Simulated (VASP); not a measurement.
# Zr (I4_1/amd) in VASP: a series of runs

Runs on Zr. Level: LDA. Tasks: single point.

Program: VASP 6.6.1. These are calculated values, not measurements. Logs are shortened: lines on timing, memory, paths and dates and some standing lists are left out, and cuts for length are marked.

## (1) The cell of the first run

It takes space group I4_1/amd (No. 141, tetragonal). The conventional cell has a = 4.946 Å, b = 4.946 Å, c = 2.752 Å, α = 90.00°, β = 90.00°, γ = 90.00°. Within 3.4 Å of Zr (site symmetry -4m2) lie 10 Zr at 2.57 to 3.22 Å.

## (2) Single point, LDA

INCAR reads:

```
SYSTEM = Zr
PREC = Accurate
ENCUT = 520
EDIFF = 1E-6
ISMEAR = -1
SIGMA = 0.08
LREAL = .False.
LASPH = .True.
NELM = 80
ALGO = Normal
ISIF = 2
LWAVE = .False.
LCHARG = .False.
NBANDS = 19
```

KPOINTS reads:

```
regular mesh
0
Gamma
  16 16 16
  0 0 0
```

POSCAR reads:

```
Zr
1.0
   -2.4728294556      2.4728294556      1.3761031958
    2.4728294556     -2.4728294556      1.3761031958
    2.4728294556      2.4728294556     -1.3761031958
Zr
2
Direct
   -0.3750000000     -0.1250000000     -0.2500000000
    0.3750000000      0.1250000000      0.2500000000
```

Potentials or basis: VASP PAW LDA potentials, release 64 (Zr_sv).

On the command line:

```
> cat potpaw_LDA.64/Zr_sv/POTCAR > POTCAR
> mpirun -np 1 vasp_std > vasp.out
```

OUTCAR:

```text
SYSTEM = Zr
   PREC = Accurate
   ENCUT = 520
   EDIFF = 1E-6
   ISMEAR = -1
   LREAL = .False.
   LASPH = .True.
   NELM = 80
   ISIF = 2

 ion  position               nearest neighbor table
   1  0.625  0.875  0.750-   2 2.57   2 2.57   2 2.57   2 2.57   2 3.22   2 3.22   2 3.22   2 3.22

   2  0.375  0.125  0.250-   1 2.57   1 2.57   1 2.57   1 2.57   1 3.22   1 3.22   1 3.22   1 3.22

  LATTYP: Found a body centered tetragonal cell.
 ALAT       =     4.9456589112
 C/A-ratio  =     0.5564893255

  Lattice vectors:

 A1 = (  -2.4728294556,   2.4728294556,   1.3761031958)
 A2 = (   2.4728294556,  -2.4728294556,   1.3761031958)
 A3 = (   2.4728294556,   2.4728294556,  -1.3761031958)

Analysis of symmetry for initial positions (statically):
=====================================================================
 Subroutine PRICEL returns:
 Original cell was already a primitive cell.

 Routine SETGRP: Setting up the symmetry group for a
 body centered tetragonal supercell.

 Subroutine GETGRP returns: Found 16 space group operations
 (whereof  4 operations were pure point group operations)
 out of a pool of 16 trial point group operations.

The static configuration has the point symmetry C_2h.
 The point group associated with its full space group is D_4h.

Analysis of symmetry for dynamics (positions and initial velocities):
=====================================================================
 Subroutine PRICEL returns:
 Original cell was already a primitive cell.

 Routine SETGRP: Setting up the symmetry group for a
 body centered tetragonal supercell.

 Subroutine GETGRP returns: Found 16 space group operations
 (whereof  4 operations were pure point group operations)
 out of a pool of 16 trial point group operations.

The dynamic configuration has the point symmetry C_2h.
 The point group associated with its full space group is D_4h.

 Subroutine INISYM returns: Found 16 space group operations
 (whereof  4 operations are pure point group operations),
 and found     1 'primitive' translations

----------------------------------------------------------------------------------------

                                     Primitive cell

  volume of cell :      33.6589

  direct lattice vectors                    reciprocal lattice vectors
    -2.472829456  2.472829456  1.376103196     0.000000000  0.202197527  0.363344843
     2.472829456 -2.472829456  1.376103196     0.202197527  0.000000000  0.363344843
     2.472829456  2.472829456 -1.376103196     0.202197527  0.202197527  0.000000000

  length of vectors
     3.758115357  3.758115357  3.758115357     0.415816444  0.415816444  0.285950485

  position of ions in fractional coordinates (direct lattice)
     0.625000000  0.875000000  0.750000000
     0.375000000  0.125000000  0.250000000

  ion indices of the primitive-cell ions
   primitive index   ion index
                 1           1
                 2           2

----------------------------------------------------------------------------------------

 KPOINTS: regular mesh

Automatic generation of k-mesh.
 Grid dimensions read from file:
 generate k-points for:   16   16   16

 Generating k-lattice:

  Cartesian coordinates                     Fractional coordinates (reciprocal lattice)
     0.000000000  0.012637345  0.022709053     0.062500000  0.000000000  0.000000000
     0.012637345  0.000000000  0.022709053     0.000000000  0.062500000  0.000000000
     0.012637345  0.012637345  0.000000000     0.000000000  0.000000000  0.062500000

  Length of vectors
     0.025988528  0.025988528  0.017871905

  Shift w.r.t. Gamma in fractional coordinates (k-lattice)
     0.000000000  0.000000000  0.000000000

 Subroutine IBZKPT returns following result:
 ===========================================

 Found    349 irreducible k-points:

 Following reciprocal coordinates:
            Coordinates               Weight
  0.000000  0.000000  0.000000      1.000000
  0.062500  0.000000  0.000000      8.000000
  0.125000  0.000000  0.000000      8.000000
  0.187500  0.000000 -0.000000      8.000000
  0.250000  0.000000  0.000000      8.000000
  0.312500  0.000000  0.000000      8.000000
[... 16 lines left out ...]
 -0.125000  0.062500  0.000000     16.000000
 -0.062500  0.062500  0.000000      4.000000
 [... further k-points ...]
   k-points           NKPTS =    349   k-points in BZ     NKDIM =    349   number of bands    NBANDS=     19
   number of dos      NEDOS =    301   number of ions     NIONS =      2
   total plane-waves  NPLWV =  21952
   dimension x,y,z NGX =    28 NGY =   28 NGZ =   28
   dimension x,y,z NGXF=    56 NGYF=   56 NGZF=   56
   ions per type =               2
   NGX,Y,Z   is equivalent  to a cutoff of  12.39, 12.39, 12.39 a.u.
   NGXF,Y,Z  is equivalent  to a cutoff of  24.77, 24.77, 24.77 a.u.
 SYSTEM =  Zr
   PREC   = accura    normal or accurate (medium, high low for compatibility)
   ISTART =      0    job   : 0-new  1-cont  2-samecut
   ICHARG =      2    charge: 1-file 2-atom 10-const
   ISPIN  =      1    spin polarized calculation?
   LNONCOLLINEAR =      F non collinear calculations
   LSORBIT =      F    spin-orbit coupling
   LASPH  =      T    aspherical Exc in radial PAW
   ENCUT  =  520.0 eV  38.22 Ry    6.18 a.u.   6.99  6.99  6.99*2*pi/ulx,y,z
   NELM   =     80;   NELMIN=  2; NELMDL= -5     # of ELM steps
   EDIFF  = 0.1E-05   stopping-criterion for ELM
   LREAL  =      F    real-space projection
   EDIFFG = 0.1E-04   stopping-criterion for IOM
   NSW    =      0    number of steps for IOM
   IBRION =     -1    ionic relax: 0-MD 1-quasi-New 2-CG
   NFREE  =      0    steps in history (QN), initial steepest desc. (CG)
   ISIF   =      2    stress and relaxation
   ISYM   =      2    0-nonsym 1-usesym 2-fastsym
   POTIM  = 0.5000    time-step for ionic-motion
   TEBEG  =    0.0;   TEEND  =   0.0 temperature during run
   PSTRESS=    0.0 pullay stress
   NELECT =      24.0000    total number of electrons
   NUPDOWN=      -1.0000    fix difference up-down
   EMIN   =  10.00;   EMAX   =-10.00  energy-range for DOS
   EFERMI =   0.00;   METHOD = LEGACY
   ISMEAR =    -1;   SIGMA  =   0.08  broadening in eV -4-tet -1-fermi 0-gaus
   EFERMI_NEDOS =   21; number of points for ismear=-14 and -15
   IALGO  =     38    algorithm
   IMIX   =      4    mixing-type and parameters
     AMIX     =   0.40;   BMIX     =  1.00
     AMIX_MAG =   1.60;   BMIX_MAG =  1.00
  volume/ion in A,a.u.               =      16.83       113.57
  Fermi-wavevector in a.u.,A,eV,Ry     =   1.462555  2.763828 29.103766  2.139066
  Thomas-Fermi vector in A             =   2.578754
   LORBIT       =      0    0 simple, 1 ext, 2 COOP (PROOUT), +10 PAW based schemes
   GGA     = CA    functional components
   LHFCALC =     F    Hartree Fock is set to
   AEXX    =    0.0000 exact exchange contribution
   IVDW    =     0    specifies the selected vdW correction
   LEPSILON=     F    determine dielectric tensor
   LRPA    =     F    only Hartree local field effects (RPA)
 non-spin polarized calculation
  energy-cutoff  :      520.00
  volume of cell :       33.66
 maximum number of plane-waves:       920
   NGX = 13   NGY = 13   NGZ = 13

 number of electron      24.0000000 magnetization

 Free energy of the ion-electron system (eV)
  ---------------------------------------------------
  ext. energy  EPLUGINS =         0.00000000
  ---------------------------------------------------
  free energy    TOTEN  =       -16.75291714 eV

  energy without entropy =      -16.70517702  energy(sigma->0) =      -16.72904708

 E-fermi :  12.3821     XC(G=0): -12.8101

 val. band max:       12.3796828652   @ k =  -0.3750  -0.3750   0.3125
 cond. band min:      12.3831193474   @ k =  -0.1250  -0.4375   0.0625
 fundamental gap:      0.0034364822
 Fermi energy:        12.3821379228

 k-point     1 :       0.0000    0.0000    0.0000
  band No.  band energies     occupation
      1     -35.7817      2.00000
      2     -34.6581      2.00000
      3     -14.8730      2.00000
      4     -14.8730      2.00000
      5     -12.4390      2.00000
      6     -12.4016      2.00000
[... 11 lines left out ...]
     18      21.0074      0.00000
     19      21.7317      0.00000

 k-point     2 :       0.0625    0.0000    0.0000
  band No.  band energies     occupation
      1     -35.7628      2.00000
      2     -34.6579      2.00000
      3     -14.8671      2.00000
      4     -14.8371      2.00000
      5     -12.5350      2.00000
      6     -12.4902      2.00000
[... 11 lines left out ...]
     18      20.9049      0.00000
     19      21.3615      0.00000

 k-point     3 :       0.1250    0.0000    0.0000
  band No.  band energies     occupation
      1     -35.7082      2.00000
      2     -34.6580      2.00000
      3     -14.8499      2.00000
      4     -14.7358      2.00000
      5     -12.7921      2.00000
      6     -12.7207      2.00000
[... 11 lines left out ...]
     18      20.6264      0.00000
     19      21.2063      0.00000

 k-point     4 :       0.1875    0.0000   -0.0000
  band No.  band energies     occupation
      1     -35.6238      2.00000
      2     -34.6600      2.00000
      3     -14.8236      2.00000
      4     -14.5906      2.00000
      5     -13.1683      2.00000
      6     -13.0181      2.00000
[... 407 lines left out ...]
     18      20.2306      0.00000
     19      20.6610      0.00000

 k-point    23 :      -0.1250    0.0625    0.0000
  band No.  band energies     occupation
      1     -35.7424      2.00000
      2     -34.6800      2.00000
      3     -14.8610      2.00000
      4     -14.7721      2.00000
      5     -12.6219      2.00000
      6     -12.4894      2.00000
[... 11 lines left out ...]
     18      20.4448      0.00000
     19      20.6083      0.00000

 k-point    24 :      -0.0625    0.0625    0.0000
  band No.  band energies     occupation
      1     -35.7713      2.00000
      2     -34.6693      2.00000
      3     -14.8557      2.00000
      4     -14.8542      2.00000
      5     -12.4920      2.00000
      6     -12.3993      2.00000
[... 11 lines left out ...]
     18      20.8489      0.00000
     19      20.9269      0.00000

 [... further k-points ...]

------------------------ aborting loop because EDIFF is reached ----------------------------------------

  FORCE on cell =-STRESS in cart. coord.  units (eV):
  Direction    XX          YY          ZZ          XY          YZ          ZX
  --------------------------------------------------------------------------------------
  -------------------------------------------------------------------------------------
  Total        8.0988551      8.0988551      8.0515541     -0.0000000     -0.0000000      0.0000000
  in kB      385.5093215    385.5093215    383.2577726     -0.0000000     -0.0000000      0.0000000
  external PRESSURE =     384.7588052 kB  Pullay stress =       0.0000000 kB

 VOLUME and BASIS-vectors are now :
 -----------------------------------------------------------------------------
  energy-cutoff  :      520.00
  volume of cell :       33.66
      direct lattice vectors                 reciprocal lattice vectors
    -2.472829456  2.472829456  1.376103196     0.000000000  0.202197527  0.363344843
     2.472829456 -2.472829456  1.376103196     0.202197527  0.000000000  0.363344843
     2.472829456  2.472829456 -1.376103196     0.202197527  0.202197527  0.000000000

 POSITION                                       TOTAL-FORCE (eV/Angst)
 -----------------------------------------------------------------------------------
      2.47283      1.23641      1.03208        -0.000000     -0.000000      0.000000
     -0.00000      1.23641      0.34403         0.000000      0.000000     -0.000000
 -----------------------------------------------------------------------------------
    total drift:                               -0.000000      0.000000     -0.000000

  FREE ENERGIE OF THE ION-ELECTRON SYSTEM (eV)
  ---------------------------------------------------
  free  energy   TOTEN  =       -16.7529171434 eV

  energy  without entropy=      -16.7051770226  energy(sigma->0) =      -16.72904708
```

Run time: 3.6 min. Hardware: 1 thread of Intel Xeon 8259CL, shared host; peak memory 0.28 GiB.

Results:

```yaml
Free_energy: -16.7529 eV
Pressure: 38.5 GPa
Band_gap_on_the_k_mesh: zero (bands 12 and 13 overlap by 1.60 eV)
```

Levels at points of the mesh, in eV from the Fermi level:
```csv
k point,band 9,band 10,band 11,band 12,band 13,band 14,band 15,band 16
"(0.00, 0.00, 0.00)",-5.18,-4.77,-1.91,-1.16,-0.21,3.81,3.81,4.03
"(0.50, 0.00, 0.00)",-3.53,-3.18,-1.48,-0.06,1.52,2.56,3.08,4.04
"(0.50, 0.50, 0.00)",-2.62,-2.62,-0.85,-0.85,1.36,1.36,3.52,3.52
"(0.50, 0.50, 0.50)",-2.39,-2.39,0.03,0.03,2.12,2.12,3.58,3.58
```

Caveat: the cell stands under pressure.

## (3) Single point, LDA

INCAR reads:

```
SYSTEM = Zr
PREC = Accurate ; ENCUT = 520
EDIFF = 1E-6 ; ISMEAR = -1
SIGMA = 0.08 ; LREAL = .FALSE.
LASPH = .TRUE. ; NELM = 100
ALGO = Normal ; ISIF = 2
LWAVE = .FALSE. ; LCHARG = .TRUE.
LELF = .TRUE. ; LVHAR = .TRUE.
NBANDS = 19
```

KPOINTS reads:

```
Automatic mesh
0
G
  16 16 16
  0 0 0
```

POSCAR reads:

```
Zr
1.0
   -2.4730194746      2.4730194746      1.3761465725
    2.4730194746     -2.4730194746      1.3761465725
    2.4730194746      2.4730194746     -1.3761465725
Zr
2
Direct
   -0.3750000000     -0.1250000000     -0.2500000000
    0.3750000000      0.1250000000      0.2500000000
```

Potentials or basis: VASP PAW LDA potentials, release 64 (Zr_sv).

On the command line:

```
> cat potpaw_LDA.64/Zr_sv/POTCAR > POTCAR
> mpirun -np 1 vasp_std > vasp.out
```

It took 4 min on 1 thread of Intel Xeon 8259CL, shared host; peak memory 0.28 GiB.

The run converged. Its results:

- Free energy: -16.7544 eV
- Pressure: 38.4 GPa
- Band gap on the k mesh: zero (bands 12 and 13 overlap by 1.60 eV)

Stress tensor (GPa, compression positive):
```
38.51  0.00  0.00
 0.00 38.51  0.00
 0.00  0.00 38.29
```

Levels at points of the mesh, in eV from the Fermi level:
```csv
k point,band 8,band 9,band 10,band 11,band 12,band 13,band 14,band 15,band 16,band 17
"(0.00, 0.00, 0.00)",-24.65,-5.18,-4.77,-1.91,-1.16,-0.21,3.81,3.81,4.03,4.03
"(0.50, 0.00, 0.00)",-24.55,-3.53,-3.18,-1.48,-0.06,1.52,2.56,3.08,4.04,6.65
"(0.50, 0.50, 0.00)",-24.65,-2.62,-2.62,-0.85,-0.85,1.36,1.36,3.52,3.52,5.92
"(0.50, 0.50, 0.50)",-24.29,-2.39,-2.39,0.03,0.03,2.12,2.12,3.58,3.58,5.09
```

Caveat: the cell stands under pressure.
